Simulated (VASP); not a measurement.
# GeHBr (P4/nmm) in VASP: single point with PBE

Aim: the single point of GeHBr with PBE.

All numbers are computed with VASP 6.6.1; they aren't measurements. Logs are shortened: lines on timing, memory, paths and dates and some standing lists are left out, and cuts for length are marked.

## (1) The cell of the first run

It takes space group P4/nmm (No. 129, tetragonal). Conventional cell: a = 4.107 Å, b = 4.107 Å, c = 6.684 Å, α = 90.00°, β = 90.00°, γ = 90.00°. Ge (site symmetry 4mm) has 4 H at 2.36 Å and 4 Br at 3.08 Å within 3.1 Å. H (site symmetry -4m2) has 4 Ge at 2.36 Å and 4 H at 2.90 Å and 4 Br at 3.01 Å within 3.1 Å. Br (site symmetry 4mm) has 4 H at 3.01 Å and 6 Ge at 3.08 to 3.38 Å and 8 Br at 3.69 to 4.11 Å within 4.2 Å.

## (2) Single point, PBE, collinear spin

Contents of INCAR:

```
ALGO     = Normal         # electronic algorithm
EDIFF    = 1E-6           # SCF threshold, eV
ENCUT    = 500            # plane-wave cutoff, eV
GGA      = PE             # functional
GGA_COMPAT= F            
ISIF     = 2              # what is computed and relaxed
ISMEAR   = -1             # smearing method
ISPIN    = 2              # spin polarisation
LASPH    = T              # aspherical terms in the spheres
LCHARG   = T              # write CHGCAR
LELF     = T              # ELF
LORBIT   = 11             # projections on sites
LREAL    = F              # projectors in reciprocal space
LVHAR    = T            
LWAVE    = F              # write WAVECAR
MAGMOM   = 0.1667 0.1667 0.1667 0.1667 0.1667 0.1667 # initial moments
NBANDS   = 35             # bands
NELECT   = 45.0         
NELM     = 200            # most SCF steps
PREC     = Accurate       # precision mode
SIGMA    = 0.0431         # smearing width, eV
```

Contents of KPOINTS:

```
k-points
0
Gamma
  6 6 4
```

Contents of POSCAR:

```
GeHBr
1.0
    4.1066080000      0.0000000000      0.0000000000
    0.0000000000      4.1066080000      0.0000000000
    0.0000000000      0.0000000000      6.6835860000
Ge H Br
2 2 2
Direct
    0.0000000000      0.5000000000      0.1750000000
    0.5000000000      0.0000000000      0.8250000000
    0.0000000000      0.0000000000      0.0000000000
    0.5000000000      0.5000000000      0.0000000000
    0.0000000000      0.5000000000      0.6700000000
    0.5000000000      0.0000000000      0.3300000000
```

Potentials or basis: VASP PAW PBE potentials, release 64 (Ge_d, H, Br).

Command:

```bash
$ cat potpaw_PBE.64/Ge_d/POTCAR potpaw_PBE.64/H/POTCAR potpaw_PBE.64/Br/POTCAR > POTCAR
$ mpirun -np 1 vasp_std > vasp.out
```

OUTCAR:

```text
EDIFF = 1E-6
   ENCUT = 500
   GGA = PE
   ISIF = 2
   ISMEAR = -1
   ISPIN = 2
   LASPH = T
   LORBIT = 11
   LREAL = F
   NELECT = 45.0
   NELM = 200
   PREC = Accurate

 ion  position               nearest neighbor table
   1  0.000  0.500  0.175-
   2  0.500  0.000  0.825-
   3  0.000  0.000  0.000-
   4  0.500  0.500  0.000-
   5  0.000  0.500  0.670-
   6  0.500  0.000  0.330-

  LATTYP: Found a simple tetragonal cell.
 ALAT       =     4.1066080000
 C/A-ratio  =     1.6275198412

  Lattice vectors:

 A1 = (   4.1066080000,   0.0000000000,   0.0000000000)
 A2 = (   0.0000000000,   4.1066080000,   0.0000000000)
 A3 = (   0.0000000000,   0.0000000000,   6.6835860000)

Analysis of symmetry for initial positions (statically):
=====================================================================
 Subroutine PRICEL returns:
 Original cell was already a primitive cell.

 Routine SETGRP: Setting up the symmetry group for a
 simple tetragonal supercell.

 Subroutine GETGRP returns: Found 16 space group operations
 (whereof  8 operations were pure point group operations)
 out of a pool of 16 trial point group operations.

The static configuration has the point symmetry D_2d.
 The point group associated with its full space group is D_4h.

Analysis of symmetry for dynamics (positions and initial velocities):
=====================================================================
 Subroutine PRICEL returns:
 Original cell was already a primitive cell.

 Routine SETGRP: Setting up the symmetry group for a
 simple tetragonal supercell.

 Subroutine GETGRP returns: Found 16 space group operations
 (whereof  8 operations were pure point group operations)
 out of a pool of 16 trial point group operations.

The dynamic configuration has the point symmetry D_2d.
 The point group associated with its full space group is D_4h.

Analysis of structural, dynamic, and magnetic symmetry:
=====================================================================
 Subroutine PRICEL returns:
 Original cell was already a primitive cell.

 Routine SETGRP: Setting up the symmetry group for a
 simple tetragonal supercell.

 Subroutine GETGRP returns: Found 16 space group operations
 (whereof  8 operations were pure point group operations)
[... 139 lines left out ...]
   IVDW    =     0    specifies the selected vdW correction
   LEPSILON=     F    determine dielectric tensor
   LRPA    =     F    only Hartree local field effects (RPA)
 spin polarized calculation
  energy-cutoff  :      500.00
  volume of cell :      112.71
 maximum number of plane-waves:      2913
 NGX is ok and might be reduce to    30
   NGX = 15   NGY = 15   NGZ = 25

 number of electron      45.0000030 magnetization       0.0022617

 Free energy of the ion-electron system (eV)
  ---------------------------------------------------
  ext. energy  EPLUGINS =         0.00000000
  ---------------------------------------------------
  free energy    TOTEN  =       -13.94700235 eV

  energy without entropy =      -13.91928982  energy(sigma->0) =      -13.93314608

 E-fermi :   4.3352     XC(G=0):  -9.6339

 val. band max:        4.3099053027   @ k =   0.3333   0.1667   0.2500
 cond. band min:       4.3442651007   @ k =   0.3333   0.0000   0.2500
 fundamental gap:      0.0343597980
 Fermi energy:         4.3352251034

 spin component 1

 k-point     1 :       0.0000    0.0000    0.0000
  band No.  band energies     occupation
      1     -21.8697      1.00000
      2     -21.8673      1.00000
      3     -21.8671      1.00000
      4     -21.8671      1.00000
      5     -21.8654      1.00000
      6     -21.8638      1.00000
[... 877 lines left out ...]
     33      13.0907      0.00000
     34      13.0907      0.00000

 [... further k-points ...]

 spin component 2

 k-point     1 :       0.0000    0.0000    0.0000
  band No.  band energies     occupation
      1     -21.8696      1.00000
      2     -21.8672      1.00000
      3     -21.8670      1.00000
      4     -21.8670      1.00000
      5     -21.8653      1.00000
      6     -21.8637      1.00000
[... 877 lines left out ...]
     33      13.0912      0.00000
     34      13.0912      0.00000

 [... further k-points ...]

 [bands above 34 left out]

------------------------ aborting loop because EDIFF is reached ----------------------------------------

  FORCE on cell =-STRESS in cart. coord.  units (eV):
  Direction    XX          YY          ZZ          XY          YZ          ZX
  --------------------------------------------------------------------------------------
  -------------------------------------------------------------------------------------
  Total        5.7942606      5.7942606      8.2047269      0.0000000      0.0000000      0.0000000
  in kB       82.3630775     82.3630775    116.6268838      0.0000000      0.0000000      0.0000000
  external PRESSURE =      93.7843462 kB  Pullay stress =       0.0000000 kB

 VOLUME and BASIS-vectors are now :
 -----------------------------------------------------------------------------
  energy-cutoff  :      500.00
  volume of cell :      112.71
      direct lattice vectors                 reciprocal lattice vectors
     4.106608000  0.000000000  0.000000000     0.243509972  0.000000000  0.000000000
     0.000000000  4.106608000  0.000000000     0.000000000  0.243509972  0.000000000
     0.000000000  0.000000000  6.683586000     0.000000000  0.000000000  0.149620279

 POSITION                                       TOTAL-FORCE (eV/Angst)
 -----------------------------------------------------------------------------------
      0.00000      2.05330      1.16963         0.000000     -0.000000     -1.150630
      2.05330      0.00000      5.51396         0.000000     -0.000000      1.150630
      0.00000      0.00000      0.00000         0.000000      0.000000      0.000000
      2.05330      2.05330      0.00000         0.000000     -0.000000      0.000000
      0.00000      2.05330      4.47800         0.000000     -0.000000     -0.356640
      2.05330      0.00000      2.20558         0.000000     -0.000000      0.356640
 -----------------------------------------------------------------------------------
    total drift:                                0.000000      0.000000     -0.000000

  FREE ENERGIE OF THE ION-ELECTRON SYSTEM (eV)
  ---------------------------------------------------
  free  energy   TOTEN  =       -13.9470023489 eV

  energy  without entropy=      -13.9192898155  energy(sigma->0) =      -13.93314608

 total charge

# of ion       s       p       d       tot
------------------------------------------
    1        1.368   0.667  10.002  12.038
    2        1.368   0.667  10.002  12.038
    3        0.466   0.006   0.000   0.472
    4        0.466   0.006   0.000   0.472
    5        1.632   3.247   0.021   4.899
    6        1.632   3.247   0.021   4.899
--------------------------------------------------
tot          6.932   7.841  20.046  34.819

 magnetization (x)

# of ion       s       p       d       tot
------------------------------------------
    1        0.000   0.001   0.000   0.001
    2        0.000   0.001   0.000   0.001
    3       -0.000   0.000   0.000  -0.000
    4       -0.000   0.000   0.000  -0.000
    5        0.000   0.000   0.000   0.000
    6        0.000   0.000   0.000   0.000
--------------------------------------------------
tot         -0.000   0.001   0.000   0.001
```

It took 9.7 min on 1 thread of Intel Xeon 8259CL, shared host; peak memory 0.34 GiB.

Results:

* Free energy: -13.9470 eV
* Largest force: 1.151 eV/Å
* Net moment: 0.00 μB per cell
* Valence electrons inside the program's atomic spheres: Ge 12.04; H 0.47; Br 4.90

Forces on the atoms (eV/Å):
```
Ge   0.000  0.000 -1.151
Ge   0.000  0.000  1.151
H    0.000  0.000  0.000
H    0.000  0.000  0.000
Br   0.000  0.000 -0.357
Br   0.000  0.000  0.357
```

Caveat: the cell carries a net charge on a neutralising background, which shifts energy and pressure; the cell is charged against a uniform background, so pressure and absolute levels hang on convention; forces of over 1 eV/Å act on the atoms, so gaps and moduli don't describe the material at rest.
